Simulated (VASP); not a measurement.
Set up this calculation in VASP 6.6.1, as the native input.

| Item | Value |
| --- | --- |
| Task | relaxation of cell and atoms |
| Functional | PBEsol |
| Potentials or basis | VASP PAW PBE potentials, release 64 (Al, Au) |
| Cutoff | 600 eV |
| k mesh | 6 × 6 × 6 |
| Occupations | gaussian, width 0.15 eV |
| Spin | no spin polarisation |
| Dipole correction | no |
| Further INCAR settings | ALGO = Normal; EDIFF = 1e-06; IBRION = 2; EDIFFG = -0.01; NSW = 80; ISIF = 3 |

The structure of AlAu lies in POSCAR:

```
AlAu
1.0
    3.2239420000      0.0000000000      0.0000000000
    0.0000000000      3.2239420000      0.0000000000
    0.0000000000      0.0000000000      3.2239420000
Al Au
1 1
Direct
    0.0000000000      0.0000000000      0.0000000000
    0.5000000000      0.5000000000      0.5000000000
```

The input as run:

INCAR

```
SYSTEM = AlAu
ALGO     = Normal         ! electronic algorithm
EDIFF    = 1E-6           ! SCF threshold, eV
EDIFFG   = -0.01          ! ionic threshold
ENCUT    = 600            ! plane-wave cutoff, eV
GGA      = PS             ! functional
IBRION   = 2              ! ionic algorithm
ISIF     = 3              ! what is computed and relaxed
ISMEAR   = 0              ! smearing method
LASPH    = .True.         ! aspherical terms in the spheres
LCHARG   = .False.        ! write CHGCAR
LREAL    = .False.        ! projectors in reciprocal space
LWAVE    = .False.        ! write WAVECAR
NELM     = 100            ! most SCF steps
NSW      = 80             ! ionic steps
PREC     = Accurate       ! precision mode
SIGMA    = 0.15           ! smearing width, eV
```

KPOINTS

```
k-points
0
Gamma
  6 6 6
  0 0 0
```

Potentials or basis: VASP PAW PBE potentials, release 64 (Al, Au).

The run is started by

```sh
$ cat potpaw_PBE.64/Al/POTCAR potpaw_PBE.64/Au/POTCAR > POTCAR
$ mpirun -np 1 vasp_std > vasp.out
```

It gave:

```yaml
Relaxed_volume: 16.04 Å³/atom
Relaxed_cell: a = 3.178 Å, b = 3.178 Å, c = 3.178 Å, α = 90.00°, β = 90.00°, γ = 90.00°
Space_group_after_relaxing_to_0.05_Å: Pm-3m (No. 221)
Energy_gained_by_relaxing: 12.7 meV/atom
Ionic_steps: 3
Pressure_after_relaxing: 0.0 GPa
Band_gap_on_the_k_mesh: zero (band 7 reaches 12.93 eV, above the bottom of band 8 at 8.83 eV)
```

Caveat: the PAW data sets were made with another functional, which shifts forces and pressure a little; spin-orbit coupling is left out, which moves the levels of the heavy elements.

Run time: 27 s on 1 thread of Intel Xeon 8259CL (shared host), peak memory 0.17 GiB.
